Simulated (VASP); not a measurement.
# Nb: single point with LDA

The system is Nb.

```
Nb
1.0
     2.80414    0.00000    0.00000
    -1.40207    2.42846    0.00000
     0.00000    0.00000   10.36402
Nb
4
Direct
  0.00000 0.00000 0.00000
  0.00000 0.00000 0.50000
  0.33333 0.66667 0.25000
  0.66667 0.33333 0.75000
```

This isn't the form of Nb at room conditions, which is bcc.

| Item | Value |
| --- | --- |
| Program | VASP 6.6.1 |
| Task | single point |
| Functional | LDA |
| Potentials or basis | VASP PAW LDA potentials, release 64 (Nb_sv) |
| Cutoff | 520 eV |
| k mesh | 12 × 12 × 4 |
| Occupations | fermi-dirac, width 0.1 eV |
| Spin | no spin polarisation |

* Pressure: -0.1 GPa
* Band gap on the k mesh: zero (bands 26 and 27 overlap by 1.60 eV)

Levels at points of the mesh, in eV from the Fermi level:
```
           k point  band 22  band 23  band 24  band 25  band 26  band 27  band 28  band 29  band 30  band 31
(0.00, 0.00, 0.00)    -1.36    -1.18     0.23     0.23     0.36     0.36     0.53     0.53     0.60     0.67
(0.50, 0.00, 0.00)    -2.49    -2.39    -1.41     0.13     0.39     0.78     2.33     2.35     2.69     3.44
(0.00, 0.00, 0.50)    -1.34    -0.33    -0.33     0.31     0.31     0.31     0.31     0.58     0.58     0.58
(0.50, 0.00, 0.50)    -3.34    -1.59    -1.59     1.13     1.13     1.20     1.20     1.63     1.63     3.84
```

Run time: 76 s on 1 thread of Intel(R) Xeon(R) 6975P-C (Granite Rapids) (shared host), peak memory 0.23 GiB.
